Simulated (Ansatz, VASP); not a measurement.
**Sc2AlF3 in VASP and in Ansatz**

```
Sc Al F
1.0
     3.15353    0.00000    0.00000
     0.00000    3.15353    0.00000
     0.00000    0.00000    9.10209
Sc Al F
2 1 3
Direct
  0.00000 0.00000 0.99994
  0.50000 0.50000 0.50158
  0.50000 0.50000 0.17134
  0.00000 0.00000 0.67469
  0.00000 0.00000 0.32747
  0.50000 0.50000 0.82498
```

Change from the starting cell: species swapped into the MnAl2Cr3 type (P4mm, No. 99).

Alike in both runs: task single point; functional PBE; k mesh 6 × 6 × 2; occupations gaussian, width 0.1 eV; no spin polarisation.

```csv
,VASP,Ansatz
version,VASP 6.6.1,Ansatz 0.2.0
potentials or method,"VASP PAW PBE potentials, release 64 (Sc_sv, Al, F), cutoff 520 eV","scalar-relativistic, plane waves, PAW"
valence electrons in the cell,46,46
```

```csv
,VASP,Ansatz,Ansatz less VASP
gap on the k mesh at the Fermi level (eV),none,none,-
pressure (GPa),-4.5,-4.4,+0.08
"traceless stress, the component that is largest in VASP (GPa)",-6.74,-6.69,+0.055
rms of the force components (eV/Å),1.572,1.573,+0.0009
```

Atom by atom the forces differ by 0.008 eV/Å (rms over components). A gap of «none» marks a metal or a gap that the smearing closes. The functional is the same, so the differences come from potentials, cutoffs and numerics.
